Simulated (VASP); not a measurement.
# CdS (P6_3mc) in VASP: further runs

CdS is run at these levels: PBEsol; tasks: single point.

Everything below comes from runs of VASP 6.6.1. Logs are shortened: lines on timing, memory, paths and dates and some standing lists are left out, and cuts for length are marked.

## 1. The cell of the first run

Symmetry: P6_3mc, No. 186, hexagonal system. The conventional cell has a = 3.953 Å, b = 3.953 Å, c = 6.458 Å, α = 90.00°, β = 90.00°, γ = 120.00°. Cd (site symmetry 3m) has 4 S at 2.42 Å within 3.2 Å. Within 3.2 Å of S (site symmetry 3m) lie 4 Cd at 2.42 Å.

## 2. Single point, PBEsol

File INCAR:

```
  PREC = Accurate
  ENCUT = 520
  EDIFF = 1E-7
  ISMEAR = 0
  SIGMA = 0.01
  LREAL = False
  LASPH = True
  NELM = 60
  ALGO = Normal
  ISIF = 2
  LWAVE = False
  LCHARG = True
  GGA = PS
  LELF = True
  LVHAR = True
  NBANDS = 26
```

File KPOINTS:

```
regular mesh
0
Gamma
  6 6 4
```

File POSCAR:

```
CdS
1.0
    3.9526652498      0.0000000000      0.0000000000
   -1.9763326249      3.4231085190      0.0000000000
    0.0000000000      0.0000000000      6.4575217645
Cd S
2 2
Direct
    0.3333333333      0.6666666667     -0.0000380613
    0.6666666667      0.3333333333      0.4999619387
    0.3333333333      0.6666666667      0.3750380613
    0.6666666667      0.3333333333      0.8750380613
```

Potentials or basis: VASP PAW PBE potentials, release 64 (Cd, S).

Started as:

```bash
$ cat potpaw_PBE.64/Cd/POTCAR potpaw_PBE.64/S/POTCAR > POTCAR
$ mpirun -np 1 vasp_std > vasp.out
```

OUTCAR:

```text
PREC = Accurate
   ENCUT = 520
   EDIFF = 1E-7
   ISMEAR = 0
   LREAL = False
   LASPH = True
   NELM = 60
   ISIF = 2
   GGA = PS

 ion  position               nearest neighbor table
   1  0.333  0.667  1.000-   4 2.42   4 2.42   4 2.42   3 2.42
   2  0.667  0.333  0.500-   3 2.42   3 2.42   3 2.42   4 2.42
   3  0.333  0.667  0.375-   2 2.42   2 2.42   2 2.42   1 2.42
   4  0.667  0.333  0.875-   1 2.42   1 2.42   1 2.42   2 2.42

  LATTYP: Found a hexagonal cell.
 ALAT       =     3.9526652498
 C/A-ratio  =     1.6337132938

  Lattice vectors:

 A1 = (   3.9526652498,   0.0000000000,   0.0000000000)
 A2 = (  -1.9763326249,   3.4231085190,   0.0000000000)
 A3 = (   0.0000000000,   0.0000000000,   6.4575217645)

Analysis of symmetry for initial positions (statically):
=====================================================================
 Subroutine PRICEL returns:
 Original cell was already a primitive cell.

 Routine SETGRP: Setting up the symmetry group for a
 hexagonal supercell.

 Subroutine GETGRP returns: Found 12 space group operations
 (whereof  6 operations were pure point group operations)
 out of a pool of 24 trial point group operations.

The static configuration has the point symmetry C_3v.
 The point group associated with its full space group is C_6v.

Analysis of symmetry for dynamics (positions and initial velocities):
=====================================================================
 Subroutine PRICEL returns:
 Original cell was already a primitive cell.

 Routine SETGRP: Setting up the symmetry group for a
 hexagonal supercell.

 Subroutine GETGRP returns: Found 12 space group operations
 (whereof  6 operations were pure point group operations)
 out of a pool of 24 trial point group operations.

The dynamic configuration has the point symmetry C_3v.
 The point group associated with its full space group is C_6v.

 Subroutine INISYM returns: Found 12 space group operations
 (whereof  6 operations are pure point group operations),
 and found     1 'primitive' translations

----------------------------------------------------------------------------------------

                                     Primitive cell

  volume of cell :      87.3729

  direct lattice vectors                    reciprocal lattice vectors
     3.952665250  0.000000000  0.000000000     0.252993850  0.146066068  0.000000000
    -1.976332625  3.423108519  0.000000000     0.000000000  0.292132135  0.000000000
     0.000000000  0.000000000  6.457521765     0.000000000  0.000000000  0.154858170

  length of vectors
     3.952665250  3.952665250  6.457521765     0.292132135  0.292132135  0.154858170

  position of ions in fractional coordinates (direct lattice)
     0.333333333  0.666666667  0.999961939
     0.666666667  0.333333333  0.499961939
     0.333333333  0.666666667  0.375038061
     0.666666667  0.333333333  0.875038061

  ion indices of the primitive-cell ions
   primitive index   ion index
                 1           1
                 2           2
                 3           3
                 4           4

----------------------------------------------------------------------------------------

 KPOINTS: regular mesh

Automatic generation of k-mesh.
 Grid dimensions read from file:
 generate k-points for:    6    6    4

 Generating k-lattice:

  Cartesian coordinates                     Fractional coordinates (reciprocal lattice)
     0.042165642  0.024344345  0.000000000     0.166666667 -0.000000000  0.000000000
     0.000000000  0.048688689  0.000000000     0.000000000  0.166666667  0.000000000
     0.000000000  0.000000000  0.038714542     0.000000000  0.000000000  0.250000000

  Length of vectors
     0.048688689  0.048688689  0.038714542

  Shift w.r.t. Gamma in fractional coordinates (k-lattice)
     0.000000000  0.000000000  0.000000000

 Subroutine IBZKPT returns following result:
 ===========================================

 Found     21 irreducible k-points:

 Following reciprocal coordinates:
            Coordinates               Weight
  0.000000  0.000000  0.000000      1.000000
  0.166667  0.000000  0.000000      6.000000
  0.333333  0.000000  0.000000      6.000000
  0.500000 -0.000000  0.000000      3.000000
  0.166667  0.166667  0.000000      6.000000
  0.333333  0.166667  0.000000     12.000000
[... 13 lines left out ...]
  0.333333  0.166667  0.500000     12.000000
  0.333333  0.333333  0.500000      2.000000
   k-points           NKPTS =     21   k-points in BZ     NKDIM =     21   number of bands    NBANDS=     26
   number of dos      NEDOS =    301   number of ions     NIONS =      4
   total plane-waves  NPLWV =  43200
   dimension x,y,z NGX =    30 NGY =   30 NGZ =   48
   dimension x,y,z NGXF=    60 NGYF=   60 NGZF=   96
   ions per type =               2   2
   NGX,Y,Z   is equivalent  to a cutoff of  12.62, 12.62, 12.36 a.u.
   NGXF,Y,Z  is equivalent  to a cutoff of  25.24, 25.24, 24.71 a.u.
 SYSTEM =  unknown system
   PREC   = accura    normal or accurate (medium, high low for compatibility)
   ISTART =      0    job   : 0-new  1-cont  2-samecut
   ICHARG =      2    charge: 1-file 2-atom 10-const
   ISPIN  =      1    spin polarized calculation?
   LNONCOLLINEAR =      F non collinear calculations
   LSORBIT =      F    spin-orbit coupling
   LASPH  =      T    aspherical Exc in radial PAW
   ENCUT  =  520.0 eV  38.22 Ry    6.18 a.u.   7.35  7.35 12.01*2*pi/ulx,y,z
   NELM   =     60;   NELMIN=  2; NELMDL= -5     # of ELM steps
   EDIFF  = 0.1E-06   stopping-criterion for ELM
   LREAL  =      F    real-space projection
   EDIFFG = 0.1E-05   stopping-criterion for IOM
   NSW    =      0    number of steps for IOM
   IBRION =     -1    ionic relax: 0-MD 1-quasi-New 2-CG
   NFREE  =      0    steps in history (QN), initial steepest desc. (CG)
   ISIF   =      2    stress and relaxation
   ISYM   =      2    0-nonsym 1-usesym 2-fastsym
   POTIM  = 0.5000    time-step for ionic-motion
   TEBEG  =    0.0;   TEEND  =   0.0 temperature during run
   PSTRESS=    0.0 pullay stress
   NELECT =      36.0000    total number of electrons
   NUPDOWN=      -1.0000    fix difference up-down
   EMIN   =  10.00;   EMAX   =-10.00  energy-range for DOS
   EFERMI =   0.00;   METHOD = LEGACY
   ISMEAR =     0;   SIGMA  =   0.01  broadening in eV -4-tet -1-fermi 0-gaus
   EFERMI_NEDOS =   21; number of points for ismear=-14 and -15
   IALGO  =     38    algorithm
   IMIX   =      4    mixing-type and parameters
     AMIX     =   0.40;   BMIX     =  1.00
     AMIX_MAG =   1.60;   BMIX_MAG =  1.00
  volume/ion in A,a.u.               =      21.84       147.41
  Fermi-wavevector in a.u.,A,eV,Ry     =   1.218195  2.302055 20.191032  1.483999
  Thomas-Fermi vector in A             =   2.353490
   LORBIT       =      0    0 simple, 1 ext, 2 COOP (PROOUT), +10 PAW based schemes
   GGA     = PS    functional components
   LHFCALC =     F    Hartree Fock is set to
   AEXX    =    0.0000 exact exchange contribution
   IVDW    =     0    specifies the selected vdW correction
   LEPSILON=     F    determine dielectric tensor
   LRPA    =     F    only Hartree local field effects (RPA)
 non-spin polarized calculation
 Gauss-broadening in eV      SIGMA  =   0.01
  energy-cutoff  :      520.00
  volume of cell :       87.37
 maximum number of plane-waves:      2388
 NGX is ok and might be reduce to    30
   NGX = 15   NGY = 15   NGZ = 25

 number of electron      35.9999978 magnetization

 Free energy of the ion-electron system (eV)
  ---------------------------------------------------
  ext. energy  EPLUGINS =         0.00000000
  ---------------------------------------------------
  free energy    TOTEN  =       -13.27144651 eV

  energy without entropy =      -13.27144651  energy(sigma->0) =      -13.27144651

 E-fermi :   2.4572     XC(G=0):  -9.9825

 val. band max:        2.4137943984   @ k =   0.0000   0.0000   0.0000
 cond. band min:       3.7651235875   @ k =   0.0000   0.0000   0.0000
 fundamental gap:      1.3513291891
 Fermi energy:         2.4571753862

 k-point     1 :       0.0000    0.0000    0.0000
  band No.  band energies     occupation
      1     -10.8677      2.00000
      2     -10.2890      2.00000
      3      -5.8919      2.00000
      4      -5.8713      2.00000
      5      -5.8713      2.00000
      6      -5.7534      2.00000
[... 18 lines left out ...]
     25       9.9760      0.00000
     26      10.3759      0.00000

 k-point     2 :       0.1667    0.0000    0.0000
  band No.  band energies     occupation
      1     -10.7402      2.00000
      2     -10.2343      2.00000
      3      -5.8476      2.00000
      4      -5.8196      2.00000
      5      -5.8005      2.00000
      6      -5.6928      2.00000
[... 18 lines left out ...]
     25      10.0355      0.00000
     26      10.6534      0.00000

 k-point     3 :       0.3333    0.0000    0.0000
  band No.  band energies     occupation
      1     -10.4637      2.00000
      2     -10.1425      2.00000
      3      -5.7762      2.00000
      4      -5.7425      2.00000
      5      -5.6120      2.00000
      6      -5.5193      2.00000
[... 18 lines left out ...]
     25      10.6715      0.00000
     26      11.6076      0.00000

 k-point     4 :       0.5000   -0.0000    0.0000
  band No.  band energies     occupation
      1     -10.3008      2.00000
      2     -10.1204      2.00000
      3      -5.7611      2.00000
      4      -5.7202      2.00000
      5      -5.4824      2.00000
      6      -5.4436      2.00000
[... 18 lines left out ...]
     25      10.7336      0.00000
     26      13.1015      0.00000
[... 409 lines left out ...]
      1     -10.3364      2.00000
      2     -10.3364      2.00000
      3      -5.7092      2.00000
      4      -5.7092      2.00000
      5      -5.6689      2.00000
      6      -5.6689      2.00000
[... 18 lines left out ...]
     25      10.4105      0.00000
     26      10.4105      0.00000

 k-point    20 :       0.3333    0.1667    0.5000
  band No.  band energies     occupation
      1     -10.1957      2.00000
      2     -10.1957      2.00000
      3      -5.6837      2.00000
      4      -5.6837      2.00000
      5      -5.5939      2.00000
      6      -5.5939      2.00000
[... 18 lines left out ...]
     25      10.9870      0.00000
     26      10.9870      0.00000

 k-point    21 :       0.3333    0.3333    0.5000
  band No.  band energies     occupation
      1     -10.1507      2.00000
      2     -10.1507      2.00000
      3      -5.6301      2.00000
      4      -5.6301      2.00000
      5      -5.6030      2.00000
      6      -5.6030      2.00000
[... 18 lines left out ...]
     25      11.6560      0.00000
     26      11.6560      0.00000

------------------------ aborting loop because EDIFF is reached ----------------------------------------

  FORCE on cell =-STRESS in cart. coord.  units (eV):
  Direction    XX          YY          ZZ          XY          YZ          ZX
  --------------------------------------------------------------------------------------
  -------------------------------------------------------------------------------------
  Total        5.8209295      5.8209295      5.8297276      0.0000000      0.0000000      0.0000000
  in kB      106.7397886    106.7397886    106.9011226      0.0000000      0.0000000      0.0000000
  external PRESSURE =     106.7935666 kB  Pullay stress =       0.0000000 kB

 VOLUME and BASIS-vectors are now :
 -----------------------------------------------------------------------------
  energy-cutoff  :      520.00
  volume of cell :       87.37
      direct lattice vectors                 reciprocal lattice vectors
     3.952665250  0.000000000  0.000000000     0.252993850  0.146066068  0.000000000
    -1.976332625  3.423108519  0.000000000     0.000000000  0.292132135  0.000000000
     0.000000000  0.000000000  6.457521765     0.000000000  0.000000000  0.154858170

 POSITION                                       TOTAL-FORCE (eV/Angst)
 -----------------------------------------------------------------------------------
     -0.00000      2.28207      6.45728        -0.000000     -0.000000      0.000839
      1.97633      1.14104      3.22852        -0.000000     -0.000000      0.000839
     -0.00000      2.28207      2.42182         0.000000      0.000000     -0.000839
      1.97633      1.14104      5.65058         0.000000     -0.000000     -0.000839
 -----------------------------------------------------------------------------------
    total drift:                               -0.000000     -0.000000     -0.000736

  FREE ENERGIE OF THE ION-ELECTRON SYSTEM (eV)
  ---------------------------------------------------
  free  energy   TOTEN  =       -13.2714465116 eV

  energy  without entropy=      -13.2714465116  energy(sigma->0) =      -13.27144651
```

Run time: 21 s. Hardware: 1 thread of AMD EPYC 9R45 (Zen 5), shared host; peak memory 0.18 GiB.

What came out:

```yaml
Free_energy: -13.2714 eV
Pressure: 10.7 GPa
Band_gap_on_the_k_mesh: 1.35 eV
```

Caveat: the cell stands under pressure; the PAW data sets were made with another functional, which shifts forces and pressure a little.

## 3. Single point, PBEsol

This run uses another cell than the first one, of 22.52 Å³/atom.

File INCAR:

```
ALGO = Normal
EDIFF = 1E-7
ENCUT = 520
GGA = PS
ISIF = 2
ISMEAR = 0
LASPH = T
LCHARG = T
LELF = T
LREAL = F
LVHAR = T
LWAVE = F
NBANDS = 26
NELM = 80
PREC = Accurate
SIGMA = 0.01
```

File KPOINTS:

```
k-points
0
Gamma
  6 6 4
```

File POSCAR:

```
CdS
1.0
    3.9958942152      0.0000000000      0.0000000000
   -1.9979471076      3.4605459012      0.0000000000
    0.0000000000      0.0000000000      6.5153907645
Cd S
2 2
Direct
    0.3333333333      0.6666666667     -0.0003732927
    0.6666666667      0.3333333333      0.4996267073
    0.3333333333      0.6666666667      0.3753732927
    0.6666666667      0.3333333333      0.8753732927
```

Potentials or basis: VASP PAW PBE potentials, release 64 (Cd, S).

Started as:

```bash
$ cat potpaw_PBE.64/Cd/POTCAR potpaw_PBE.64/S/POTCAR > POTCAR
$ mpirun -np 1 vasp_std > vasp.out
```

OUTCAR:

```text
EDIFF = 1E-7
   ENCUT = 520
   GGA = PS
   ISIF = 2
   ISMEAR = 0
   LASPH = T
   LREAL = F
   NELM = 80
   PREC = Accurate

 ion  position               nearest neighbor table
   1  0.333  0.667  1.000-   4 2.44   4 2.44   4 2.44   3 2.45
   2  0.667  0.333  0.500-   3 2.44   3 2.44   3 2.44   4 2.45
   3  0.333  0.667  0.375-   2 2.44   2 2.44   2 2.44   1 2.45
   4  0.667  0.333  0.875-   1 2.44   1 2.44   1 2.44   2 2.45

[... 804 lines left out ...]

  FORCE on cell =-STRESS in cart. coord.  units (eV):
  Direction    XX          YY          ZZ          XY          YZ          ZX
  --------------------------------------------------------------------------------------
  -------------------------------------------------------------------------------------
  Total        4.2789821      4.2789821      4.2773238      0.0000000      0.0000000      0.0000000
  in kB       76.0942751     76.0942751     76.0647851      0.0000000      0.0000000      0.0000000
  external PRESSURE =      76.0844451 kB  Pullay stress =       0.0000000 kB

 VOLUME and BASIS-vectors are now :
 -----------------------------------------------------------------------------
  energy-cutoff  :      520.00
  volume of cell :       90.09
      direct lattice vectors                 reciprocal lattice vectors
     3.995894215  0.000000000  0.000000000     0.250256875  0.144485874  0.000000000
    -1.997947108  3.460545901  0.000000000     0.000000000  0.288971749  0.000000000
     0.000000000  0.000000000  6.515390765     0.000000000  0.000000000  0.153482736

 POSITION                                       TOTAL-FORCE (eV/Angst)
 -----------------------------------------------------------------------------------
     -0.00000      2.30703      6.51296        -0.000000      0.000000      0.002045
      1.99795      1.15352      3.25526         0.000000     -0.000000      0.002045
     -0.00000      2.30703      2.44570        -0.000000     -0.000000     -0.002045
      1.99795      1.15352      5.70340         0.000000      0.000000     -0.002045
 -----------------------------------------------------------------------------------
    total drift:                               -0.000000     -0.000000     -0.000707

  FREE ENERGIE OF THE ION-ELECTRON SYSTEM (eV)
  ---------------------------------------------------
  free  energy   TOTEN  =       -13.4265618293 eV

  energy  without entropy=      -13.4265618293  energy(sigma->0) =      -13.42656183
```

stdout:

```text
POSCAR found type information on POSCAR CdS
 POSCAR found :  2 types and       4 ions
 scaLAPACK will be used
 -----------------------------------------------------------------------------
|                                                                             |
|                                                                             |
|     You enforced a specific xc type in the INCAR file but a different       |
|     I HOPE YOU KNOW WHAT YOU ARE DOING!                                     |
|                                                                             |
 -----------------------------------------------------------------------------

 LDA part: xc-table for (Slater+PW92), standard interpolation
 POSCAR, INCAR and KPOINTS ok, starting setup
 FFT: planning ... GRIDC
 FFT: planning ... GRID_SOFT
 FFT: planning ... GRID
 WAVECAR not read
 entering main loop
```

It took 22 s on 1 thread of AMD EPYC 9R45 (Zen 5), shared host; peak memory 0.18 GiB.

Results:

```yaml
Free_energy: -13.4266 eV
Pressure: 7.6 GPa
Band_gap_on_the_k_mesh: 1.29 eV
```

Forces in eV/Å, atoms in the order of the input:
```
Cd   0.000  0.000  0.002
Cd   0.000  0.000  0.002
S    0.000  0.000 -0.002
S    0.000  0.000 -0.002
```

Levels at points of the mesh, in eV from the valence-band top:
```tsv
k point	band 14	band 15	band 16	band 17	band 18	band 19	band 20	band 21	band 22	band 23
(0.00, 0.00, 0.00)	-0.92	-0.92	-0.07	0.00	0.00	1.29	2.79	6.34	6.34	6.61
(0.50, 0.00, 0.00)	-4.03	-3.19	-2.28	-1.61	-0.92	3.72	3.81	4.90	6.65	6.90
(0.00, 0.00, 0.50)	-2.77	-0.48	-0.48	-0.48	-0.48	2.94	2.94	6.16	6.16	6.71
(0.50, 0.00, 0.50)	-4.76	-1.64	-1.64	-1.62	-1.62	3.35	3.35	5.29	5.29	8.06
```

Caveat: the cell stands under pressure; the PAW data sets were made with another functional, which shifts forces and pressure a little.

## 4. Single point, PBEsol

This run uses another cell than the first one, of 23.33 Å³/atom.

File INCAR:

```
PREC = Accurate
ENCUT = 520
EDIFF = 1E-6
ISMEAR = 0
SIGMA = 0.01
LREAL = False
LASPH = True
NELM = 80
ALGO = Normal
ISIF = 2
LWAVE = False
LCHARG = True
GGA = PS
LELF = True
LVHAR = True
NBANDS = 26
```

File KPOINTS:

```
regular mesh
0
Gamma
  6 6 4
```

File POSCAR:

```
CdS
1.0
    4.0451726072      0.0000000000      0.0000000000
   -2.0225863036      3.5032222405      0.0000000000
    0.0000000000      0.0000000000      6.5854477229
Cd S
2 2
Direct
    0.3333333333      0.6666666667     -0.0006079405
    0.6666666667      0.3333333333      0.4993920595
    0.3333333333      0.6666666667      0.3756079405
    0.6666666667      0.3333333333      0.8756079405
```

Started as:

```bash
$ cat potpaw_PBE.64/Cd/POTCAR potpaw_PBE.64/S/POTCAR > POTCAR
$ mpirun -np 1 vasp_std > vasp.out
```

Wall time 24 s (1 thread of AMD EPYC 9R45 (Zen 5), shared host); peak memory 0.18 GiB.

It converged, with:

```yaml
Free_energy: -13.5483 eV
Pressure: 4.5 GPa
Band_gap_on_the_k_mesh: 1.22 eV
```

Levels at points of the mesh, in eV from the valence-band top:
```tsv
k point	band 14	band 15	band 16	band 17	band 18	band 19	band 20	band 21	band 22	band 23
(0.00, 0.00, 0.00)	-0.87	-0.87	-0.06	0.00	0.00	1.22	2.75	6.36	6.36	6.65
(0.50, 0.00, 0.00)	-3.86	-3.00	-2.15	-1.51	-0.87	3.74	3.75	4.93	6.54	6.92
(0.00, 0.00, 0.50)	-2.67	-0.45	-0.45	-0.45	-0.45	2.87	2.87	6.13	6.13	6.72
(0.50, 0.00, 0.50)	-4.55	-1.54	-1.54	-1.52	-1.52	3.36	3.36	5.29	5.29	7.97
```

Caveat: the cell stands under pressure; the PAW data sets were made with another functional, which shifts forces and pressure a little.

[end of part 1 of 2]
